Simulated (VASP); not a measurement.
Input of a VASP 6.6.1 run:

Contents of INCAR:

```
ALGO = Normal
EDIFF = 1E-6
ENCUT = 600
GGA = PS
GGA_COMPAT = False
ISIF = 2
ISMEAR = 0
LASPH = True
LCHARG = False
LREAL = False
LWAVE = False
NBANDS = 18
NELM = 120
PREC = Accurate
SIGMA = 0.1
```

KPOINTS

```
k-points
0
Gamma
  6 6 6
```

POSCAR

```
HfO2
1.0
    0.0000000000      2.5150000000      2.5150000000
    2.5150000000      0.0000000000      2.5150000000
    2.5150000000      2.5150000000      0.0000000000
Hf O
1 2
Direct
    0.0000000000      0.0000000000      0.0000000000
    0.2500000000      0.2500000000      0.2500000000
    0.7500000000      0.7500000000      0.7500000000
```

Potentials or basis: VASP PAW PBE potentials, release 64 (Hf_pv, O).

Run with:

```sh
$ cat potpaw_PBE.64/Hf_pv/POTCAR potpaw_PBE.64/O/POTCAR > POTCAR
$ mpirun -np 1 vasp_std > vasp.out
```

Q: Estimate the pressure.

A: -1.8 GPa.

Q: What does it give for the band gap on the k mesh?

A: 3.73 eV.

Caveat: the PAW data sets were made with another functional, which shifts forces and pressure a little; spin-orbit coupling is left out, which moves the levels of the heavy elements. A k mesh can miss the band edges.
